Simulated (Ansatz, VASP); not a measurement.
## Ti in VASP and in Ansatz

```
Ti
1.0
    15.00000    0.00000    0.00000
     0.00000   15.50000    0.00000
     0.00000    0.00000   16.00000
Ti
1
Direct
  0.50000 0.50000 0.50000
```

Alike in both runs: task single point; functional PBEsol; k mesh 1 × 1 × 1; occupations gaussian, width 0.005 eV; collinear spin.

|  | VASP | Ansatz |
| --- | --- | --- |
| version | VASP 6.6.1 | Ansatz 0.2.0 |
| potentials or method | VASP PAW PBE potentials, release 64 (Ti_sv), cutoff 520 eV | scalar-relativistic, plane waves, PAW |
| valence electrons in the cell | 12 | 12 |

|  | VASP | Ansatz | Ansatz less VASP |
| --- | --- | --- | --- |
| gap on the k mesh at the Fermi level (eV) | 0.62 | 0.63 | +0.005 |
| net moment per atom (μB) | 4.00 | 4.00 | 0.000 |
| size of the moment on the site where the two differ most (μB) | 2.39 | 4.00 | +1.607 |

VASP's potentials were made for PBE, not for PBEsol. Site moments also hang on the region over which each program counts them.
